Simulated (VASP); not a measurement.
Input of a VASP 6.6.1 run:

INCAR

```
PREC = Accurate
ENCUT = 520
EDIFF = 1E-6
ISMEAR = 0
SIGMA = 0.01
LREAL = F
LASPH = T
NELM = 80
ALGO = Normal
ISIF = 2
LWAVE = F
LCHARG = F
GGA = PE
NBANDS = 35
```

The input KPOINTS:

```
Automatic mesh
0
Gamma
  7 7 7
```

The input POSCAR:

```
Al2O3
1.0
    2.4039417622      1.3879164235      4.3742070937
   -2.4039417622      1.3879164235      4.3742070937
    0.0000000000     -2.7758328471      4.3742070937
Al O
4 6
Direct
    0.6478877067      0.6478877067      0.6478877067
    0.8521122933      0.8521122933      0.8521122933
    0.1478877067      0.1478877067      0.1478877067
    0.3521122933      0.3521122933      0.3521122933
    0.4438508614      0.0561491386      0.7500000000
    0.9438508614      0.2500000000      0.5561491386
    0.0561491386      0.7500000000      0.4438508614
    0.7500000000      0.4438508614      0.0561491386
    0.2500000000      0.5561491386      0.9438508614
    0.5561491386      0.9438508614      0.2500000000
```

Potentials or basis: VASP PAW PBE potentials, release 64 (Al, O).

Launch:

```sh
$ cat potpaw_PBE.64/Al/POTCAR potpaw_PBE.64/O/POTCAR > POTCAR
$ mpirun -np 1 vasp_std > vasp.out
```

Task: Predict the largest force.

Result: 0.011 eV/Å.

Task: What does it give for the pressure?

Result: 0.0 GPa.

Task: Estimate the band gap on the k mesh.

Result: 5.85 eV, direct.

Forces on the atoms (eV/Å):
```
Al   0.000  0.000 -0.011
Al   0.000  0.000  0.011
Al   0.000  0.000 -0.011
Al   0.000  0.000  0.011
O   -0.004  0.000  0.000
O   -0.002 -0.003  0.000
O    0.002  0.003  0.000
O    0.002 -0.003  0.000
O   -0.002  0.003  0.000
O    0.004  0.000  0.000
```

A k mesh can miss the band edges. As with any semilocal functional, this PBE gap is likely too small.
